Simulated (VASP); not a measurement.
Input of a VASP 6.6.1 run:

The input INCAR:

```
SYSTEM = AgBr
PREC = Accurate
ENCUT = 500
EDIFF = 1E-6
ISMEAR = 0
SIGMA = 0.1
LREAL = .False.
LASPH = .True.
NELM = 120
ALGO = Normal
ISIF = 2
LWAVE = .False.
LCHARG = .False.
GGA = PE
NBANDS = 16
GGA_COMPAT = .False.
```

KPOINTS

```
regular mesh
0
Gamma
  8 8 8
  0 0 0
```

Contents of POSCAR:

```
AgBr
1.0
    4.0590050600      0.0000000000      0.0000000000
    2.0295025300      3.5152014960      0.0000000000
    2.0295025300      1.1717338320      3.3141637535
Ag Br
1 1
Direct
    0.0000000000      0.0000000000      0.0000000000
    0.5000000000      0.5000000000      0.5000000000
```

Potentials or basis: VASP PAW PBE potentials, release 64 (Ag, Br).

Run with:

```console
$ cat potpaw_PBE.64/Ag/POTCAR potpaw_PBE.64/Br/POTCAR > POTCAR
$ mpirun -np 1 vasp_std > vasp.out
```

**Question.** Estimate the pressure.

**Answer.** 2.3 GPa.

**Question.** What does it give for the band gap on the k mesh?

**Answer.** 0.67 eV, indirect (least direct gap 2.61 eV).

A k mesh can miss the band edges. Expect the measured gap to be larger: semilocal functionals such as PBE lack the derivative discontinuity.
